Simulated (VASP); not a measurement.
Set up this calculation in VASP 6.6.1, as the native input.

```
Task                   : single point
Functional             : PBE
Potentials or basis    : VASP PAW PBE potentials, release 64 (V_sv)
Cutoff                 : 520 eV
k mesh                 : 18 × 18 × 18
Occupations            : gaussian, width 0.05 eV
Spin                   : collinear spin
Starting moments       : [0.05] μB
Dipole correction      : no
Further INCAR settings : ALGO = Normal; EDIFF = 1e-07; NBANDS = 16
```

The structure of V lies in POSCAR:

```
V
1.0
    0.0000000000      1.9090094966      1.9090094966
    1.9090094966      0.0000000000      1.9090094966
    1.9090094966      1.9090094966      0.0000000000
V
1
Direct
    0.0000000000      0.0000000000      0.0000000000
```

This isn't the form of V at room conditions, which is bcc.

One way to write it, as run:

INCAR

```
SYSTEM = V
  PREC = Accurate
  ENCUT = 520
  EDIFF = 1E-7
  ISMEAR = 0
  SIGMA = 0.05
  LREAL = .FALSE.
  LASPH = .TRUE.
  NELM = 150
  ALGO = Normal
  ISIF = 2
  LWAVE = .FALSE.
  LCHARG = .FALSE.
  ISPIN = 2
  MAGMOM = 0.05
  LORBIT = 11
  LMAXMIX = 4
  GGA = PE
  NBANDS = 16
```

KPOINTS

```
Automatic mesh
0
G
  18 18 18
  0 0 0
```

Potentials or basis: VASP PAW PBE potentials, release 64 (V_sv).

Run with:

```sh
$ cat potpaw_PBE.64/V_sv/POTCAR > POTCAR
$ mpirun -np 1 vasp_std > vasp.out
```

It gave:

* Pressure: -0.1 GPa
* Net moment: 0.00 μB per cell
* Valence electrons inside the program's atomic spheres: V 11.59

Wall time 110 s on 1 thread of Intel Xeon 8259CL (shared host), peak memory 0.18 GiB.
